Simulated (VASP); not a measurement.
Set up this calculation in VASP 6.6.1, as the native input.

* Task: single point
* Functional: PBEsol
* Potentials or basis: VASP PAW PBE potentials, release 64 (Hf_pv, B)
* Cutoff: 520 eV
* k mesh: 18 × 18 × 12
* Occupations: gaussian, width 0.1 eV
* Spin: no spin polarisation
* Dipole correction: no
* Further INCAR settings: ALGO = Normal; EDIFF = 1e-06; NBANDS = 15

The structure of HfB2 lies in POSCAR:

```
HfB2
1.0
    3.0685704388      0.0000000000      0.0000000000
   -1.5342852194      2.6574599533      0.0000000000
    0.0000000000      0.0000000000      3.3656578345
Hf B
1 2
Direct
    0.0000000000      0.0000000000      0.0000000000
    0.3333333333      0.6666666667      0.5000000000
    0.6666666667      0.3333333333      0.5000000000
```

These files were run (other wordings do the same):

INCAR

```
ALGO = Normal
EDIFF = 1E-6
ENCUT = 520
GGA = PS
ISIF = 2
ISMEAR = 0
LASPH = T
LCHARG = F
LREAL = F
LWAVE = F
NBANDS = 15
NELM = 60
PREC = Accurate
SIGMA = 0.1
```

KPOINTS

```
k-points
0
Gamma
  18 18 12
```

Potentials or basis: VASP PAW PBE potentials, release 64 (Hf_pv, B).

Run with:

```bash
$ cat potpaw_PBE.64/Hf_pv/POTCAR potpaw_PBE.64/B/POTCAR > POTCAR
$ mpirun -np 1 vasp_std > vasp.out
```

It gave:

The pressure is 18.4 GPa. The band gap on the k mesh is zero (bands 8 and 9 overlap by 1.27 eV).

Caveat: the cell stands under pressure; the PAW data sets were made with another functional, which shifts forces and pressure a little; spin-orbit coupling is left out, which moves the levels of the heavy elements.

It took 35 s on 1 thread of Intel(R) Xeon(R) Platinum 8559C (Emerald Rapids), on a shared host, peak memory 0.23 GiB.
